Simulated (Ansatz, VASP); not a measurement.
C in VASP and in Ansatz

```
CELL_PARAMETERS angstrom
0.07577 1.96667 3.30170
1.28298 0.00000 3.32949
1.20721 1.96667 0.02779
ATOMIC_POSITIONS crystal
C 0.22544 0.77456 0.22544
C 0.77456 0.22544 0.77456
```

Alike in both runs: task single point; functional PBE; k mesh 14 × 14 × 14; occupations gaussian, width 0.02 eV; no spin polarisation.

|  | VASP | Ansatz |
| --- | --- | --- |
| version | VASP 6.6.1 | Ansatz 0.2.0 |
| potentials or method | VASP PAW PBE potentials, release 64 (C), cutoff 520 eV | scalar-relativistic, plane waves, PAW |
| valence electrons in the cell | 8 | 8 |

Ansatz gave:

```
gap on the k mesh at the Fermi level (eV)                     : none
pressure (GPa)                                                : 98.0
traceless stress, the component that is largest in VASP (GPa) : -93.28
rms of the force components (eV/Å)                            : 4.760
```

Task: Estimate VASP's values.

Result: gap on the k mesh at the Fermi level (eV): none; pressure (GPa): 97.8; traceless stress, the component that is largest in VASP (GPa): -93.19; rms of the force components (eV/Å): 4.734.

Atom by atom the forces differ by 0.026 eV/Å (rms over components). A gap of «none» marks a metal or a gap that the smearing closes. Both programs put the cell under a high pressure, so it lies far from rest at this level.

Noted on VASP's run: the cell as given lies far from equilibrium.
